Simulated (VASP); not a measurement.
# TiSi (Cmmm) in VASP: further runs, part 2 of 2

VASP 6.6.1.

### Step 4. Single point, r2SCAN (strain -0.030 along x and y, +0.000 along z)

Contents of POSCAR:

```
TiSi
1.0
    1.7616926600     -2.0540952800      0.0000000000
    1.7616926600      2.0540952800      0.0000000000
    0.0000000000      0.0000000000      3.8039340000
Ti Si
1 1
Direct
    0.5000000000      0.5000000000      0.0000000000
    0.0000000000      0.0000000000      0.5000000000
```

Contents of INCAR.step1:

```
PREC     = Accurate       # precision mode
ENCUT    = 520            # plane-wave cutoff, eV
ISMEAR   = 0              # smearing method
SIGMA    = 0.15           # smearing width, eV
LREAL    = F              # projectors in reciprocal space
LASPH    = T              # aspherical terms in the spheres
NELM     = 60             # most SCF steps
NBANDS   = 15             # bands
GGA      = PE             # functional
ALGO     = Normal         # electronic algorithm
EDIFF    = 1E-4           # SCF threshold, eV
LWAVE    = T              # write WAVECAR
LCHARG   = F              # write CHGCAR
```

Contents of INCAR.step2:

```
PREC     = Accurate       # precision mode
ENCUT    = 520            # plane-wave cutoff, eV
EDIFF    = 1E-7           # SCF threshold, eV
ISMEAR   = 0              # smearing method
SIGMA    = 0.15           # smearing width, eV
LREAL    = F              # projectors in reciprocal space
LASPH    = T              # aspherical terms in the spheres
NELM     = 60             # most SCF steps
ALGO     = Normal         # electronic algorithm
ISIF     = 2              # what is computed and relaxed
LWAVE    = F              # write WAVECAR
LCHARG   = F              # write CHGCAR
METAGGA  = R2SCAN         # meta-GGA
LMIXTAU  = T            
NBANDS   = 15             # bands
ISTART   = 1
```

Contents of KPOINTS:

```
regular mesh
0
Gamma
  18 18 12
```

Potentials or basis: VASP PAW PBE potentials, release 64 (Ti_sv, Si).

On the command line:

```sh
$ cat potpaw_PBE.64/Ti_sv/POTCAR potpaw_PBE.64/Si/POTCAR > POTCAR
$ cp INCAR.step1 INCAR
$ mpirun -np 1 vasp_std > vasp.out
$ cp INCAR.step2 INCAR
$ mpirun -np 1 vasp_std > vasp.out
```

OUTCAR:

```text
PREC = Accurate
   ENCUT = 520
   EDIFF = 1E-7
   ISMEAR = 0
   LREAL = F
   LASPH = T
   NELM = 60
   ISIF = 2
   METAGGA = R2SCAN
   ISTART = 1

 ion  position               nearest neighbor table
   1  0.500  0.500  0.000-   2 2.59   2 2.59   2 2.59   2 2.59   2 2.80   2 2.80   2 2.80   2 2.80

   2  0.000  0.000  0.500-   1 2.59   1 2.59   1 2.59   1 2.59   1 2.80   1 2.80   1 2.80   1 2.80

  LATTYP: Found a base centered orthorhombic cell.
 ALAT       =     3.5233853200
 B/A-ratio  =     1.1659782246
 C/A-ratio  =     1.0796247513

  Lattice vectors:

 A1 = (   1.7616926600,  -2.0540952800,   0.0000000000)
 A2 = (   1.7616926600,   2.0540952800,   0.0000000000)
 A3 = (   0.0000000000,   0.0000000000,   3.8039340000)

Analysis of symmetry for initial positions (statically):
=====================================================================
 Subroutine PRICEL returns:
 Original cell was already a primitive cell.

 Routine SETGRP: Setting up the symmetry group for a
 base centered orthorhombic supercell.

 Subroutine GETGRP returns: Found  8 space group operations
 (whereof  8 operations were pure point group operations)
 out of a pool of  8 trial point group operations.

The static configuration has the point symmetry D_2h.

Analysis of symmetry for dynamics (positions and initial velocities):
=====================================================================
 Subroutine PRICEL returns:
 Original cell was already a primitive cell.

 Routine SETGRP: Setting up the symmetry group for a
 base centered orthorhombic supercell.

 Subroutine GETGRP returns: Found  8 space group operations
 (whereof  8 operations were pure point group operations)
 out of a pool of  8 trial point group operations.

The dynamic configuration has the point symmetry D_2h.

 Subroutine INISYM returns: Found  8 space group operations
 (whereof  8 operations are pure point group operations),
[... 117 lines left out ...]
  volume/ion in A,a.u.               =      13.77        92.89
  Fermi-wavevector in a.u.,A,eV,Ry     =   1.366187  2.581720 25.394837  1.866468
  Thomas-Fermi vector in A             =   2.492350
   LORBIT       =      0    0 simple, 1 ext, 2 COOP (PROOUT), +10 PAW based schemes
   METAGGA = R2SCAN    functional components
   LHFCALC =     F    Hartree Fock is set to
   AEXX    =    0.0000 exact exchange contribution
   IVDW    =     0    specifies the selected vdW correction
   LEPSILON=     F    determine dielectric tensor
   LRPA    =     F    only Hartree local field effects (RPA)
 non-spin polarized calculation
 Gauss-broadening in eV      SIGMA  =   0.15
  energy-cutoff  :      520.00
  volume of cell :       27.53
 maximum number of plane-waves:       768
   NGX = 11   NGY = 11   NGZ = 15

 number of electron      16.0000000 magnetization

 Free energy of the ion-electron system (eV)
  ---------------------------------------------------
  ext. energy  EPLUGINS =         0.00000000
  ---------------------------------------------------
  free energy    TOTEN  =       -22.75333110 eV

  energy without entropy =      -22.74221803  energy(sigma->0) =      -22.74777456

 E-fermi :  10.9718     XC(G=0): -12.8981

 val. band max:       10.9715379578   @ k =  -0.4444   0.3889   0.2500
 cond. band min:      10.9763099795   @ k =  -0.3889   0.3333   0.0000
 fundamental gap:      0.0047720217
 Fermi energy:        10.9718408145

 k-point     1 :       0.0000    0.0000    0.0000
  band No.  band energies     occupation
      1     -47.9618      2.00000
      2     -23.3711      2.00000
      3     -22.8245      2.00000
      4     -22.6961      2.00000
      5      -1.9432      2.00000
      6       8.1536      2.00000
      7       8.6992      2.00000
      8       9.5739      2.00000
      9      12.9647      0.00000
     10      13.7911      0.00000
     11      14.5489      0.00000
     12      17.1339      0.00000
     13      17.8880      0.00000
     14      18.0111      0.00000
[... 401 lines left out ...]
      2     -23.3266      2.00000
      3     -23.0830      2.00000
      4     -22.7520      2.00000
      5      -0.8605      2.00000
      6       8.3183      2.00000
      7       8.7070      2.00000
      8       9.4503      2.00000
      9      13.0797      0.00000
     10      13.3274      0.00000
     11      13.8157      0.00000
     12      14.4284      0.00000
     13      17.7793      0.00000
     14      18.9510      0.00000
     15      22.5109      0.00000

 [... further k-points ...]
[... 5 lines left out ...]
  --------------------------------------------------------------------------------------
  -------------------------------------------------------------------------------------
  Total        1.6532671      1.0815692      1.0488266      0.0000000      0.0000000      0.0000000
  in kB       96.2143621     62.9435445     61.0380424      0.0000000      0.0000000      0.0000000
  external PRESSURE =      73.3986497 kB  Pullay stress =       0.0000000 kB

 VOLUME and BASIS-vectors are now :
 -----------------------------------------------------------------------------
  energy-cutoff  :      520.00
  volume of cell :       27.53
      direct lattice vectors                 reciprocal lattice vectors
     1.761692660 -2.054095280  0.000000000     0.283817950 -0.243416167  0.000000000
     1.761692660  2.054095280  0.000000000     0.283817950  0.243416167  0.000000000
     0.000000000  0.000000000  3.803934000     0.000000000  0.000000000  0.262885739

 POSITION                                       TOTAL-FORCE (eV/Angst)
 -----------------------------------------------------------------------------------
      1.76169      0.00000      0.00000         0.000000      0.000000      0.000000
      0.00000      0.00000      1.90197         0.000000     -0.000000      0.000000
 -----------------------------------------------------------------------------------
    total drift:                                0.000000      0.000000     -0.000000

  FREE ENERGIE OF THE ION-ELECTRON SYSTEM (eV)
  ---------------------------------------------------
  free  energy   TOTEN  =       -22.7533310954 eV

  energy  without entropy=      -22.7422180270  energy(sigma->0) =      -22.74777456
```

OUTCAR.step1:

```text
PREC = Accurate
   ENCUT = 520
   ISMEAR = 0
   LREAL = F
   LASPH = T
[... 655 lines left out ...]
 -----------------------------------------------------------------------------------
      1.76169      0.00000      0.00000         0.000000     -0.000000      0.000000
      0.00000      0.00000      1.90197         0.000000      0.000000      0.000000
 -----------------------------------------------------------------------------------
    total drift:                                0.000000      0.000000     -0.000000

  FREE ENERGIE OF THE ION-ELECTRON SYSTEM (eV)
  ---------------------------------------------------
  free  energy   TOTEN  =       -14.2788820707 eV

  energy  without entropy=      -14.2668779416  energy(sigma->0) =      -14.27288001
```

Wall time 7 min (1 thread of Intel Xeon 6975P-C (Granite Rapids), shared host); peak memory 0.36 GiB.

Results:

```yaml
Free_energy: -22.7533 eV
Pressure: 7.3 GPa
Band_gap_on_the_k_mesh: zero (band 8 reaches 11.84 eV, above the bottom of band 9 at 9.90 eV)
```

Caveat: the cell differs from its parent crystal (strain -0.030 along x and y, +0.000 along z); the PAW data sets were made with another functional, which shifts forces and pressure a little.

### Step 5. Single point, r2SCAN (strain -0.015 along x and y, +0.030 along z)

Contents of POSCAR:

```
TiSi
1.0
    1.7889353300     -2.0858596400      0.0000000000
    1.7889353300      2.0858596400      0.0000000000
    0.0000000000      0.0000000000      3.9180520200
Ti Si
1 1
Direct
    0.5000000000      0.5000000000      0.0000000000
    0.0000000000      0.0000000000      0.5000000000
```

Contents of INCAR.step1:

```
SYSTEM = TiSi
ALGO = Normal
EDIFF = 1E-4
ENCUT = 520
GGA = PE
ISMEAR = 0
LASPH = .True.
LCHARG = .False.
LREAL = .False.
LWAVE = .True.
NBANDS = 15
NELM = 80
PREC = Accurate
SIGMA = 0.15
```

Contents of INCAR.step2:

```
SYSTEM = TiSi
ALGO = Normal
EDIFF = 1E-6
ENCUT = 520
ISIF = 2
ISMEAR = 0
ISTART = 1
LASPH = .True.
LCHARG = .True.
LELF = .True.
LMIXTAU = .True.
LREAL = .False.
LVHAR = .True.
LWAVE = .False.
METAGGA = R2SCAN
NBANDS = 15
NELM = 80
PREC = Accurate
SIGMA = 0.15
```

Contents of KPOINTS:

```
k-points
0
Gamma
  18 18 12
  0 0 0
```

On the command line:

```sh
$ cat potpaw_PBE.64/Ti_sv/POTCAR potpaw_PBE.64/Si/POTCAR > POTCAR
$ cp INCAR.step1 INCAR
$ mpirun -np 1 vasp_std > vasp.out
$ cp INCAR.step2 INCAR
$ mpirun -np 1 vasp_std > vasp.out
```

It took 22 min on 1 thread of AMD EPYC 7R43 (Zen 3), shared host; peak memory 0.33 GiB.

Results (log left out):

* Free energy: -22.7729 eV
* Pressure: -2.2 GPa
* Band gap on the k mesh: zero (band 8 reaches 11.06 eV, above the bottom of band 9 at 9.26 eV)

Stress tensor (GPa, compression positive):
```
 0.35  0.00  0.00
 0.00 -1.23  0.00
 0.00  0.00 -5.69
```

Levels at points of the mesh, in eV from the Fermi level:
```csv
k point,band 6,band 7,band 8,band 9,band 10,band 11
"(0.00, 0.00, 0.00)",-2.70,-2.44,-1.29,1.91,2.66,3.39
"(0.50, 0.00, 0.00)",-6.83,-3.26,-0.95,2.12,2.64,4.42
"(0.50, 0.50, 0.00)",-4.09,-1.63,-1.24,-0.97,-0.33,3.04
"(0.00, 0.00, 0.50)",-7.01,-1.04,0.29,0.99,2.10,3.47
"(0.50, 0.00, 0.50)",-5.45,-2.87,-1.89,1.28,2.24,2.24
"(0.50, 0.50, 0.50)",-3.93,-3.45,-3.06,2.21,2.64,2.66
```

Caveat: the cell differs from its parent crystal (strain -0.015 along x and y, +0.030 along z); the PAW data sets were made with another functional, which shifts forces and pressure a little.

### Step 6. Overview

| cell | gap on the mesh (eV) | pressure (GPa) |
| --- | --- | --- |
| a = 2.706, b = 2.706, c = 3.690 Å, angles 90.0, 90.0, 98.8°, 2 atoms | none | 13.6 |
| a = 2.706, b = 2.706, c = 3.747 Å, angles 90.0, 90.0, 98.8°, 2 atoms | none | 10.3 |
| a = 2.706, b = 2.706, c = 3.804 Å, angles 90.0, 90.0, 98.8°, 2 atoms | none | 7.3 |
| a = 2.748, b = 2.748, c = 3.918 Å, angles 90.0, 90.0, 98.8°, 2 atoms | none | -2.2 |

Alike in all rows: task single point; level r2SCAN; potentials or basis VASP PAW PBE potentials, release 64 (Ti_sv, Si); no spin polarisation; k mesh 18 × 18 × 12; cutoff (eV) 520; smearing gaussian 0.15 eV.

Caveats: the PAW data sets were made with another functional, which shifts forces and pressure a little.

Absolute energies hang on the potentials; compare differences alone.
